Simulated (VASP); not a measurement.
A run of VASP 6.6.1 is set up as follows.

Contents of INCAR:

```
SYSTEM = Ge
ALGO     = Normal         ! electronic algorithm
EDIFF    = 1E-6           ! SCF threshold, eV
ENCUT    = 520            ! plane-wave cutoff, eV
GGA      = PE             ! functional
ISIF     = 2              ! what is computed and relaxed
ISMEAR   = 0              ! smearing method
LASPH    = .TRUE.         ! aspherical terms in the spheres
LCHARG   = .TRUE.         ! write CHGCAR
LELF     = .TRUE.         ! ELF
LREAL    = .FALSE.        ! projectors in reciprocal space
LVHAR    = .TRUE.       
LWAVE    = .FALSE.        ! write WAVECAR
NBANDS   = 36             ! bands
NELM     = 100            ! most SCF steps
PREC     = Accurate       ! precision mode
SIGMA    = 0.1            ! smearing width, eV
```

File KPOINTS:

```
k-points
0
G
  12 12 8
  0 0 0
```

POSCAR

```
Ge
1.0
    3.9364120069      0.0000000000      0.0000000000
   -1.9682060035      3.4090327978      0.0000000000
    0.0000000000      0.0000000000      6.8129936985
Ge
4
Direct
    0.6666666667      0.3333333333      0.0640174293
    0.3333333333      0.6666666667      0.5640174293
    0.6666666667      0.3333333333      0.4359825707
    0.3333333333      0.6666666667      0.9359825707
```

Potentials or basis: VASP PAW PBE potentials, release 64 (Ge_d).

Command:

```bash
$ cat potpaw_PBE.64/Ge_d/POTCAR > POTCAR
$ mpirun -np 1 vasp_std > vasp.out
```

Q: Estimate the band gap on the k mesh.

A: Zero (band 28 reaches 5.12 eV, above the bottom of band 29 at 5.10 eV).

Q: What does it give for the largest force?

A: 0.252 eV/Å.

Q: Estimate the pressure.

A: 3.0 GPa.

Stress tensor (GPa, compression positive):
```
 5.42  0.00  0.00
 0.00  5.42  0.00
 0.00  0.00 -1.94
```

Caveat: the cell differs from its parent crystal (biaxial strain in the a-b plane: -3.0 %).
